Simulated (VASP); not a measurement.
**Hf: single point with PBEsol**

Hf:

```
Hf
1.0
     2.65840    0.00000    0.00000
    -1.32920    2.30224    0.00000
     0.00000    0.00000    4.51802
Hf
2
Direct
  0.33333 0.66667 0.25000
  0.66667 0.33333 0.75000
```

This cell differs from its parent crystal: volume scaled by 0.640.

* Program: VASP 6.6.1
* Task: single point
* Functional: PBEsol
* Potentials or basis: VASP PAW PBE potentials, release 64 (Hf_pv)
* Cutoff: 520 eV
* k mesh: 20 × 20 × 10
* Occupations: gaussian, width 0.05 eV
* Spin: no spin polarisation

```json
{
 "Pressure": "103.7 GPa",
 "Band gap on the k mesh": "zero (band 10 reaches 10.01 eV, above the bottom of band 11 at 8.11 eV)"
}
```

Stress tensor (GPa, compression positive):
```
103.85   0.00   0.00
  0.00 103.85   0.00
  0.00   0.00 103.28
```

Levels at points of the mesh, in eV from the Fermi level:
| k point | band 7 | band 8 | band 9 | band 10 | band 11 | band 12 | band 13 | band 14 |
| --- | --- | --- | --- | --- | --- | --- | --- | --- |
| (0.00, 0.00, 0.00) | -8.44 | -5.35 | 0.46 | 1.31 | 1.31 | 2.51 | 2.51 | 3.14 |
| (0.50, 0.00, 0.00) | -5.11 | -4.36 | -4.27 | 1.04 | 1.17 | 1.53 | 2.40 | 10.31 |
| (0.00, 0.00, 0.50) | -5.75 | -5.75 | -0.21 | -0.21 | 1.33 | 1.33 | 1.33 | 1.33 |
| (0.50, 0.00, 0.50) | -5.38 | -5.38 | -2.72 | -2.72 | 4.28 | 4.28 | 4.30 | 4.30 |

Run time: 50 s on 1 thread of Intel(R) Xeon(R) 6975P-C (Granite Rapids), with other jobs on the host, peak memory 0.22 GiB.

Caveat: the PAW data sets were made with another functional, which shifts forces and pressure a little; spin-orbit coupling is left out, which moves the levels of the heavy elements.
